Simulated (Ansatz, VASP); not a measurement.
Two plane-wave programs on Pt

```xyz
3
Lattice="0.0000 3.0352 3.0352 3.0352 0.0000 3.0352 3.0352 3.0352 0.0000" Properties=species:S:1:pos:R:3 pbc="T T T"
Pt    4.5528    4.5528    4.5528
Pt    0.0000    0.0000    0.0000
Pt    1.5176    1.5176    1.5176
```

Alike in both runs: functional PBE; k mesh 6 × 6 × 6; occupations gaussian, width 0.1 eV; no spin polarisation.

Ansatz relaxed the structure, and its values are those at the end. VASP's run is a single point on that final structure, the one shown.

|  | VASP | Ansatz |
| --- | --- | --- |
| version | VASP 6.6.1 | Ansatz 0.2.0 |
| potentials or method | VASP PAW PBE potentials, release 64 (Pt), cutoff 520 eV | scalar-relativistic, plane waves, PAW |
| valence electrons in the cell | 30 | 54 |

|  | VASP | Ansatz | Ansatz less VASP |
| --- | --- | --- | --- |
| gap on the k mesh at the Fermi level (eV) | none | none | - |
| pressure (GPa) | -0.4 | 0.1 | +0.44 |

A gap of «none» marks a metal or a gap that the smearing closes. With one functional, cell and mesh, what is left measures potentials, basis and numerics. VASP's potentials hold 30 valence electrons a cell and Ansatz's 54, so a difference there can come from the potentials and not from the codes.

Spin-orbit coupling is off throughout.
